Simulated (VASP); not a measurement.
AlN:

```xyz
4
Lattice="3.3341 0.0000 0.0000 -1.6670 2.8874 0.0000 0.0000 0.0000 4.2153" Properties=species:S:1:pos:R:3 pbc="T T T"
Al    1.6670    0.9625    1.0538
Al    0.0000    1.9249    3.1615
N     1.6670    0.9625    3.1615
N     0.0000    1.9249    1.0538
```

Base run:

- Program: VASP 6.6.1
- Functional: r2SCAN
- Potentials or basis: VASP PAW PBE potentials, release 64 (Al, N)
- Cutoff: 520 eV
- k mesh: 9 × 9 × 7
- Occupations: fermi-dirac, width 0.05 eV
- Spin: no spin polarisation

Its results: band gap on the k mesh 3.70 eV, direct; pressure -9.5 GPa.

Task: The run is repeated on the same cell with these changes: functional from r2SCAN to LDA; potentials or basis from VASP PAW PBE potentials, release 64 (Al, N) to VASP PAW LDA potentials, release 64 (Al, N). What comes out?

Result: Band gap on the k mesh 3.14 eV, direct; pressure -11.9 GPa.

Caveats: the PAW data sets were made with another functional, which shifts forces and pressure a little (some runs).

A k mesh can miss the band edges.
